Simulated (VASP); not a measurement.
Input of a VASP 6.6.1 run:

INCAR

```
SYSTEM = CdSe4
PREC = Accurate ; ENCUT = 600
EDIFF = 1E-7 ; ISMEAR = 0
SIGMA = 0.1 ; LREAL = .FALSE.
LASPH = .TRUE. ; NELM = 60
ALGO = Normal ; ISIF = 3
LWAVE = .FALSE. ; LCHARG = .FALSE.
GGA = PE ; IBRION = 2
NSW = 90 ; EDIFFG = -0.04
```

Contents of KPOINTS:

```
Automatic mesh
0
G
  6 6 2
  0 0 0
```

POSCAR

```
CdSe4
1.0
    3.5319539700      0.0000000000      0.0000000000
   -1.7659769900      3.0587618600      0.0000000000
    0.0000000000      0.0000000000     11.3569322400
Cd Se
1 4
Direct
    0.0000000000      0.0000000000      0.0000000000
    0.3333333300      0.6666666700      0.8658552800
    0.3333333300      0.6666666700      0.3767953500
    0.6666666700      0.3333333300      0.1341447200
    0.6666666700      0.3333333300      0.6232046500
```

Potentials or basis: VASP PAW PBE potentials, release 64 (Cd, Se).

Command:

```console
$ cat potpaw_PBE.64/Cd/POTCAR potpaw_PBE.64/Se/POTCAR > POTCAR
$ mpirun -np 1 vasp_std > vasp.out
```

Problem. What does it give for the band gap on the k mesh?

Solution. Zero (bands 18 and 19 overlap by 0.37 eV).

Problem. Estimate the relaxed volume.

Solution. 23.67 Å³/atom.

Step by step:
| step | energy change (eV) | largest force (eV/Å) | pressure (GPa) | volume (Å³) |
| --- | --- | --- | --- | --- |
| 1 | 0.0000 | 2.6079 | 5.13 | 122.69 |
| 2 | -0.6176 | 0.8625 | -3.41 | 137.10 |
| 3 | -0.6250 | 0.7221 | -4.15 | 139.17 |
| 4 | -1.4999 | 0.9505 | -4.38 | 133.06 |
| 5 | -2.5598 | 1.0551 | -3.08 | 124.57 |
| 6 | -2.0020 | 1.1869 | 10.35 | 104.71 |
| 7 | -2.8795 | 0.9541 | 0.40 | 117.32 |
| 8 | -2.8841 | 0.8839 | 1.60 | 115.40 |
| 9 | -2.9823 | 0.3820 | -0.07 | 118.73 |
| 10 | -2.9824 | 0.3746 | -0.10 | 118.79 |
| 11 | -3.0513 | 0.2286 | -0.06 | 118.51 |
| 12 | -3.0731 | 0.1246 | 0.14 | 118.14 |
| 13 | -3.0731 | 0.1172 | 0.13 | 118.16 |
| 14 | -3.0748 | 0.0581 | -0.23 | 118.74 |
| 15 | -3.0748 | 0.0501 | -0.27 | 118.82 |
| 16 | -3.0759 | 0.0152 | -0.07 | 118.36 |

Caveat: semilocal functionals underestimate gaps, so a narrow gap can read as zero; a cell axis changed by over 15 % at a fixed basis, so the end point is rough.
